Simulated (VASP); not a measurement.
Mo2W:

```
Mo W
1.0
     3.20000    0.00000    0.00000
     0.00000    3.20000    0.00000
     0.00000    0.00000   19.20000
Mo W
8 4
Cartesian
  1.6000 0.0000 3.9999
  0.0000 1.6000 15.2001
  1.6000 0.0000 13.5999
  0.0000 1.6000 12.0000
  1.6000 0.0000 10.4001
  0.0000 1.6000 5.6001
  1.6000 0.0000 7.2000
  0.0000 1.6000 8.7999
  0.0000 1.6000 2.4000
  1.6000 0.0000 0.8001
  0.0000 1.6000 18.3999
  1.6000 0.0000 16.8000
```

```yaml
Program: VASP 6.6.1
Task: relaxation of cell and atoms
Functional: PBE
Potentials_or_basis: VASP PAW PBE potentials, release 64 (Mo_sv, W_sv)
Cutoff: 500 eV
k_mesh: 5 × 5 × 1
Occupations: gaussian, width 0.2 eV
Spin: no spin polarisation
```

At the start: pressure -6.7 GPa; volume 16.38 Å³/atom.

Question: Where does the relaxation end?

Answer: Over 7 steps the energy falls by 9.5 meV/atom and the volume is 15.96 Å³/atom (-2.6 %); space group P4/nmm (No. 129, to 0.1 Å) before and after.

Step by step:
```tsv
step	energy change (eV)	largest force (eV/Å)	pressure (GPa)	volume (Å³)
1	0.0000	0.1221	-6.67	196.61
2	0.8549	0.2528	24.00	177.84
3	-0.1094	0.1546	-0.13	191.71
4	-0.1095	0.1556	0.07	191.56
5	-0.1095	0.1562	0.21	191.46
6	-0.1140	0.0919	0.16	191.50
7	-0.1142	0.0722	0.14	191.52
```

Final structure:
```yaml
crystal:
  lattice:
    - [3.18080, 0.00000, 0.00000]
    - [0.00000, 3.18080, 0.00000]
    - [0.00000, 0.00000, 18.92917]
  atoms:
    - { symbol: Mo, position: [0.50000, 0.00000, 0.20854] }
    - { symbol: Mo, position: [0.00000, 0.50000, 0.79146] }
    - { symbol: Mo, position: [0.50000, 0.00000, 0.70801] }
    - { symbol: Mo, position: [0.00000, 0.50000, 0.62510] }
    - { symbol: Mo, position: [0.50000, 0.00000, 0.54174] }
    - { symbol: Mo, position: [0.00000, 0.50000, 0.29199] }
    - { symbol: Mo, position: [0.50000, 0.00000, 0.37490] }
    - { symbol: Mo, position: [0.00000, 0.50000, 0.45826] }
    - { symbol: W, position: [0.00000, 0.50000, 0.12552] }
    - { symbol: W, position: [0.50000, 0.00000, 0.04189] }
    - { symbol: W, position: [0.00000, 0.50000, 0.95811] }
    - { symbol: W, position: [0.50000, 0.00000, 0.87448] }
```

Caveat: the k points lie up to 0.40 Å⁻¹ apart in the final cell, too coarse for converged energies and pressures of a metal; the relaxation stopped at a loose force limit of 0.08 eV/Å, so its end isn't a converged minimum.
